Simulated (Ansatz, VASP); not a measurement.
# Two plane-wave programs on CdF2

```
Cd F
1.0
     0.00000    2.82842    2.98370
     2.82842    0.00000    2.98370
     2.82842    2.82842    0.00000
Cd F
1 2
Direct
  0.00000 0.00000 0.00000
  0.25000 0.25000 0.25000
  0.75000 0.75000 0.75000
```

Alike in both runs: task single point; functional PBE; k mesh 8 × 8 × 8; occupations gaussian, width 0.05 eV; no spin polarisation.

|  | VASP | Ansatz |
| --- | --- | --- |
| version | VASP 6.6.1 | Ansatz 0.2.0 |
| potentials or method | VASP PAW PBE potentials, release 64 (Cd, F), cutoff 520 eV | scalar-relativistic, plane waves, PAW |
| valence electrons in the cell | 26 | 34 |

```csv
,VASP,Ansatz,Ansatz less VASP
gap on the k mesh at the Fermi level (eV),2.28,2.30,+0.023
least direct gap on the mesh (eV),2.80,2.83,+0.027
pressure (GPa),-9.5,-9.7,-0.18
"traceless stress, the component that is largest in VASP (GPa)",-3.29,-3.31,-0.025
```

The functional is the same, so the differences come from potentials, cutoffs and numerics. VASP's potentials hold 26 valence electrons a cell and Ansatz's 34, so a difference there can come from the potentials and not from the codes.
